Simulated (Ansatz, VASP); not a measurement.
# One calculation of PbS, two programs

```xyz
2
Lattice="0.0000 2.9657 2.9657 2.9657 0.0000 2.9657 2.9657 2.9657 0.0000" Properties=species:S:1:pos:R:3 pbc="T T T"
Pb    0.0000    0.0000    0.0000
S     2.9657    2.9657    2.9657
```

Alike in both runs: task relaxation of cell and atoms; functional RPBE; dispersion D4; k mesh 8 × 8 × 8; occupations fermi-dirac, width 0.05 eV; no spin polarisation.

|  | VASP | Ansatz |
| --- | --- | --- |
| version | VASP 6.6.1 | Ansatz 0.2.0 |
| potentials or method | VASP PAW PBE potentials, release 64 (Pb_d, S) | Ansatz PAW |
| plane-wave cutoff (eV) | 600 | 420 |
| valence electrons in the cell | 20 | 20 |

Ansatz gave:

| Quantity | Value |
| --- | --- |
| relaxed volume (Å³/atom) | 26.23 |
| relaxed cell length with the largest relative difference (Å) | 4.202 |

Q: What did VASP give for the same quantities?

A: Relaxed volume (Å³/atom): 26.21; relaxed cell length with the largest relative difference (Å): 4.201.

VASP's potentials were made for PBE, not for RPBE.

Spin-orbit coupling is off throughout. Noted on Ansatz's run: the plane-wave basis is chosen anew once the cell has moved, so the energies of steps on either side of that aren't comparable.
